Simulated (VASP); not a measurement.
# ZnCd2O3 (P-3m1) in VASP: settings compared

ZnCd2O3 is run at these levels: PBE, LDA; tasks: single point.

All numbers are computed with VASP 6.6.1; they aren't measurements. Logs are shortened: lines on timing, memory, paths and dates and some standing lists are left out, and cuts for length are marked.

**1. The cell of the first run**

Symmetry: P-3m1, No. 164, trigonal system. Conventional cell: a = 3.259 Å, b = 3.259 Å, c = 8.067 Å, α = 90.00°, β = 90.00°, γ = 120.00°. Within 2.9 Å of Zn (site symmetry -3m) lie 6 O at 2.21 Å. Cd (site symmetry 3m) has 6 O at 2.36 to 2.37 Å and 3 Zn at 3.22 Å and 9 Cd at 3.26 to 3.41 Å within 3.5 Å. O (site symmetry 3m) has 3 Zn at 2.21 Å and 3 Cd at 2.37 Å and 3 O at 2.99 Å within 3.0 Å. Within 3.1 Å of O (site symmetry -3m) lie 6 Cd at 2.36 Å.

**2. Single point, PBE**

File INCAR:

```
PREC = Accurate ; ENCUT = 520
EDIFF = 1E-6 ; ISMEAR = 0
SIGMA = 0.1 ; LREAL = False
LASPH = True ; NELM = 100
ALGO = Normal ; ISIF = 2
LWAVE = False ; LCHARG = False
GGA = PE ; NBANDS = 36
```

File KPOINTS:

```
regular mesh
0
Gamma
  12 12 6
```

File POSCAR:

```
ZnCd2O3
1.0
    3.2586238045      0.0000000000      0.0000000000
   -1.6293119023      2.8220509961      0.0000000000
    0.0000000000      0.0000000000      8.0669856000
Zn Cd O
1 2 3
Direct
    0.0000000000      0.0000000000      0.0000000000
    0.3333333333      0.6666666667      0.6762590000
    0.6666666667      0.3333333333      0.3237410000
    0.6666666667      0.3333333333      0.8557030000
    0.0000000000      0.0000000000      0.5000000000
    0.3333333333      0.6666666667      0.1442970000
```

Potentials or basis: VASP PAW PBE potentials, release 64 (Zn, Cd, O).

Started as:

```console
$ cat potpaw_PBE.64/Zn/POTCAR potpaw_PBE.64/Cd/POTCAR potpaw_PBE.64/O/POTCAR > POTCAR
$ mpirun -np 1 vasp_std > vasp.out
```

OUTCAR:

```text
PREC = Accurate
   ENCUT = 520
   EDIFF = 1E-6
   ISMEAR = 0
   LREAL = False
   LASPH = True
   NELM = 100
   ISIF = 2
   GGA = PE

 ion  position               nearest neighbor table
   1  0.000  0.000  0.000-   4 2.21   6 2.21   4 2.21   6 2.21   4 2.21   6 2.21   2 3.22   3 3.22
                             2 3.22   3 3.22   3 3.22   2 3.22
   2  0.333  0.667  0.676-   5 2.36   5 2.36   5 2.36   4 2.37   4 2.37   4 2.37   1 3.22   1 3.22
                             1 3.22   3 3.41   3 3.41   3 3.41
   3  0.667  0.333  0.324-   5 2.36   5 2.36   5 2.36   6 2.37   6 2.37   6 2.37   1 3.22   1 3.22
                             1 3.22   2 3.41   2 3.41   2 3.41
   4  0.667  0.333  0.856-   1 2.21   1 2.21   1 2.21   2 2.37   2 2.37   2 2.37
   5  0.000  0.000  0.500-   2 2.36   3 2.36   3 2.36   2 2.36   3 2.36   2 2.36
   6  0.333  0.667  0.144-   1 2.21   1 2.21   1 2.21   3 2.37   3 2.37   3 2.37

  LATTYP: Found a hexagonal cell.
 ALAT       =     3.2586238045
 C/A-ratio  =     2.4755805162

  Lattice vectors:

 A1 = (   3.2586238045,   0.0000000000,   0.0000000000)
 A2 = (  -1.6293119023,   2.8220509961,   0.0000000000)
 A3 = (   0.0000000000,   0.0000000000,   8.0669856000)

Analysis of symmetry for initial positions (statically):
=====================================================================
 Subroutine PRICEL returns:
 Original cell was already a primitive cell.

 Routine SETGRP: Setting up the symmetry group for a
 hexagonal supercell.

 Subroutine GETGRP returns: Found 12 space group operations
 (whereof 12 operations were pure point group operations)
 out of a pool of 24 trial point group operations.

The static configuration has the point symmetry D_3d.

Analysis of symmetry for dynamics (positions and initial velocities):
=====================================================================
 Subroutine PRICEL returns:
 Original cell was already a primitive cell.

 Routine SETGRP: Setting up the symmetry group for a
 hexagonal supercell.

 Subroutine GETGRP returns: Found 12 space group operations
 (whereof 12 operations were pure point group operations)
 out of a pool of 24 trial point group operations.

The dynamic configuration has the point symmetry D_3d.

 Subroutine INISYM returns: Found 12 space group operations
 (whereof 12 operations are pure point group operations),
 and found     1 'primitive' translations

----------------------------------------------------------------------------------------

                                     Primitive cell

  volume of cell :      74.1840

  direct lattice vectors                    reciprocal lattice vectors
     3.258623804  0.000000000  0.000000000     0.306878014  0.177176104  0.000000000
    -1.629311902  2.822050996  0.000000000     0.000000000  0.354352207  0.000000000
     0.000000000  0.000000000  8.066985600     0.000000000  0.000000000  0.123962041

  length of vectors
     3.258623804  3.258623805  8.066985600     0.354352207  0.354352207  0.123962041

  position of ions in fractional coordinates (direct lattice)
     0.000000000  0.000000000  0.000000000
     0.333333333  0.666666667  0.676259000
     0.666666667  0.333333333  0.323741000
     0.666666667  0.333333333  0.855703000
     0.000000000  0.000000000  0.500000000
     0.333333333  0.666666667  0.144297000

  ion indices of the primitive-cell ions
   primitive index   ion index
                 1           1
                 2           2
                 3           3
                 4           4
                 5           5
                 6           6

----------------------------------------------------------------------------------------

 KPOINTS: regular mesh

Automatic generation of k-mesh.
 Grid dimensions read from file:
 generate k-points for:   12   12    6

 Generating k-lattice:

  Cartesian coordinates                     Fractional coordinates (reciprocal lattice)
     0.025573168  0.014764675  0.000000000     0.083333333  0.000000000  0.000000000
     0.000000000  0.029529351  0.000000000     0.000000000  0.083333333  0.000000000
     0.000000000  0.000000000  0.020660340     0.000000000  0.000000000  0.166666667

  Length of vectors
     0.029529351  0.029529351  0.020660340

  Shift w.r.t. Gamma in fractional coordinates (k-lattice)
     0.000000000  0.000000000  0.000000000

 Subroutine IBZKPT returns following result:
 ===========================================

 Found    100 irreducible k-points:

 Following reciprocal coordinates:
            Coordinates               Weight
  0.000000  0.000000  0.000000      1.000000
  0.083333  0.000000  0.000000      6.000000
  0.166667  0.000000  0.000000      6.000000
  0.250000  0.000000  0.000000      6.000000
  0.333333  0.000000  0.000000      6.000000
  0.416667 -0.000000  0.000000      6.000000
[... 16 lines left out ...]
  0.166667  0.000000  0.166667      6.000000
  0.000000  0.166667  0.166667      6.000000
 [... further k-points ...]
   k-points           NKPTS =    100   k-points in BZ     NKDIM =    100   number of bands    NBANDS=     36
   number of dos      NEDOS =    301   number of ions     NIONS =      6
   total plane-waves  NPLWV =  34560
   dimension x,y,z NGX =    24 NGY =   24 NGZ =   60
   dimension x,y,z NGXF=    48 NGYF=   48 NGZF=  120
   ions per type =               1   2   3
   NGX,Y,Z   is equivalent  to a cutoff of  12.24, 12.24, 12.36 a.u.
   NGXF,Y,Z  is equivalent  to a cutoff of  24.49, 24.49, 24.73 a.u.
 SYSTEM =  unknown system
   PREC   = accura    normal or accurate (medium, high low for compatibility)
   ISTART =      0    job   : 0-new  1-cont  2-samecut
   ICHARG =      2    charge: 1-file 2-atom 10-const
   ISPIN  =      1    spin polarized calculation?
   LNONCOLLINEAR =      F non collinear calculations
   LSORBIT =      F    spin-orbit coupling
   LASPH  =      T    aspherical Exc in radial PAW
   ENCUT  =  520.0 eV  38.22 Ry    6.18 a.u.   6.06  6.06 15.00*2*pi/ulx,y,z
   NELM   =    100;   NELMIN=  2; NELMDL= -5     # of ELM steps
   EDIFF  = 0.1E-05   stopping-criterion for ELM
   LREAL  =      F    real-space projection
[... 7 lines left out ...]
   TEBEG  =    0.0;   TEEND  =   0.0 temperature during run
   PSTRESS=    0.0 pullay stress
   NELECT =      54.0000    total number of electrons
   NUPDOWN=      -1.0000    fix difference up-down
   EMIN   =  10.00;   EMAX   =-10.00  energy-range for DOS
   EFERMI =   0.00;   METHOD = LEGACY
   ISMEAR =     0;   SIGMA  =   0.10  broadening in eV -4-tet -1-fermi 0-gaus
   EFERMI_NEDOS =   21; number of points for ismear=-14 and -15
   IALGO  =     38    algorithm
   IMIX   =      4    mixing-type and parameters
     AMIX     =   0.40;   BMIX     =  1.00
     AMIX_MAG =   1.60;   BMIX_MAG =  1.00
  volume/ion in A,a.u.               =      12.36        83.44
  Fermi-wavevector in a.u.,A,eV,Ry     =   1.472660  2.782925 29.507347  2.168729
  Thomas-Fermi vector in A             =   2.587648
   LORBIT       =      0    0 simple, 1 ext, 2 COOP (PROOUT), +10 PAW based schemes
   GGA     = PE    functional components
   LHFCALC =     F    Hartree Fock is set to
   AEXX    =    0.0000 exact exchange contribution
   IVDW    =     0    specifies the selected vdW correction
   LEPSILON=     F    determine dielectric tensor
   LRPA    =     F    only Hartree local field effects (RPA)
 non-spin polarized calculation
 Gauss-broadening in eV      SIGMA  =   0.10
  energy-cutoff  :      520.00
  volume of cell :       74.18
 maximum number of plane-waves:      2040
   NGX = 13   NGY = 13   NGZ = 29

 number of electron      54.0000059 magnetization

 Free energy of the ion-electron system (eV)
  ---------------------------------------------------
  ext. energy  EPLUGINS =         0.00000000
  ---------------------------------------------------
  free energy    TOTEN  =       -23.88812641 eV

  energy without entropy =      -23.88749207  energy(sigma->0) =      -23.88780924

 E-fermi :   2.0088     XC(G=0): -11.6678

 val. band max:        1.8966572178   @ k =   0.5000   0.0000   0.5000
 cond. band min:       2.0770277070   @ k =   0.0000   0.0000   0.1667
 fundamental gap:      0.1803704891
 Fermi energy:         2.0087636364

 k-point     1 :       0.0000    0.0000    0.0000
  band No.  band energies     occupation
      1     -15.5382      2.00000
      2     -14.9967      2.00000
      3     -14.7445      2.00000
      4      -5.4876      2.00000
      5      -5.2320      2.00000
      6      -5.2320      2.00000
[... 28 lines left out ...]
     35      15.3628      0.00000
     36      15.3628      0.00000

 k-point     2 :       0.0833    0.0000    0.0000
  band No.  band energies     occupation
      1     -15.4913      2.00000
      2     -14.9801      2.00000
      3     -14.7291      2.00000
      4      -5.4418      2.00000
      5      -5.2779      2.00000
      6      -5.1963      2.00000
[... 28 lines left out ...]
     35      14.5040      0.00000
     36      15.3763      0.00000

 k-point     3 :       0.1667    0.0000    0.0000
  band No.  band energies     occupation
      1     -15.3594      2.00000
      2     -14.9347      2.00000
      3     -14.6876      2.00000
      4      -5.3848      2.00000
      5      -5.2372      2.00000
      6      -5.1131      2.00000
[... 28 lines left out ...]
     35      14.6543      0.00000
     36      14.7700      0.00000
[... 742 lines left out ...]
 k-point    23 :       0.1667    0.0000    0.1667
  band No.  band energies     occupation
      1     -15.3407      2.00000
      2     -14.9858      2.00000
      3     -14.6547      2.00000
      4      -5.4324      2.00000
      5      -5.2022      2.00000
      6      -5.1211      2.00000
[... 28 lines left out ...]
     35      14.3068      0.00000
     36      14.4902      0.00000

 k-point    24 :       0.0000    0.1667    0.1667
  band No.  band energies     occupation
      1     -15.3455      2.00000
      2     -14.9730      2.00000
      3     -14.6629      2.00000
      4      -5.3554      2.00000
      5      -5.2582      2.00000
      6      -5.1389      2.00000
[... 28 lines left out ...]
     35      14.5666      0.00000
     36      15.2089      0.00000

 [... further k-points ...]

------------------------ aborting loop because EDIFF is reached ----------------------------------------

  FORCE on cell =-STRESS in cart. coord.  units (eV):
  Direction    XX          YY          ZZ          XY          YZ          ZX
  --------------------------------------------------------------------------------------
  -------------------------------------------------------------------------------------
  Total        0.5199524      0.5199524      0.5681089     -0.0000000      0.0000000     -0.0000000
  in kB       11.2295874     11.2295874     12.2696403     -0.0000000      0.0000000     -0.0000000
  external PRESSURE =      11.5762717 kB  Pullay stress =       0.0000000 kB

 VOLUME and BASIS-vectors are now :
 -----------------------------------------------------------------------------
  energy-cutoff  :      520.00
  volume of cell :       74.18
      direct lattice vectors                 reciprocal lattice vectors
     3.258623804  0.000000000  0.000000000     0.306878014  0.177176104  0.000000000
    -1.629311902  2.822050996  0.000000000     0.000000000  0.354352207  0.000000000
     0.000000000  0.000000000  8.066985600     0.000000000  0.000000000  0.123962041

 POSITION                                       TOTAL-FORCE (eV/Angst)
 -----------------------------------------------------------------------------------
      0.00000      0.00000      0.00000        -0.000000      0.000000      0.000000
     -0.00000      1.88137      5.45537        -0.000000      0.000000      0.003844
      1.62931      0.94068      2.61161         0.000000     -0.000000     -0.003844
      1.62931      0.94068      6.90294         0.000000      0.000000      0.045200
      0.00000      0.00000      4.03349        -0.000000      0.000000      0.000000
     -0.00000      1.88137      1.16404         0.000000     -0.000000     -0.045200
 -----------------------------------------------------------------------------------
    total drift:                                0.000000      0.000000     -0.000000

  FREE ENERGIE OF THE ION-ELECTRON SYSTEM (eV)
  ---------------------------------------------------
  free  energy   TOTEN  =       -23.8881264144 eV

  energy  without entropy=      -23.8874920670  energy(sigma->0) =      -23.88780924
```

Run time: 83 s. Hardware: 1 thread of Intel Xeon 6975P-C (Granite Rapids), shared host; peak memory 0.35 GiB.

What came out:

| Quantity | Value |
| --- | --- |
| Free energy | -23.8881 eV |
| Pressure | 1.2 GPa |
| Largest force | 0.045 eV/Å |
| Band gap on the k mesh | zero (bands 27 and 28 overlap by 0.27 eV) |

Forces in eV/Å, atoms in the order of the input:
```
Zn   0.000  0.000  0.000
Cd   0.000  0.000  0.004
Cd   0.000  0.000 -0.004
O    0.000  0.000  0.045
O    0.000  0.000  0.000
O    0.000  0.000 -0.045
```

Stress tensor (GPa, compression positive):
```
1.12 0.00 0.00
0.00 1.12 0.00
0.00 0.00 1.23
```

Caveat: semilocal functionals underestimate gaps, so a narrow gap can read as zero.

(Part 1 of 2 ends here.)
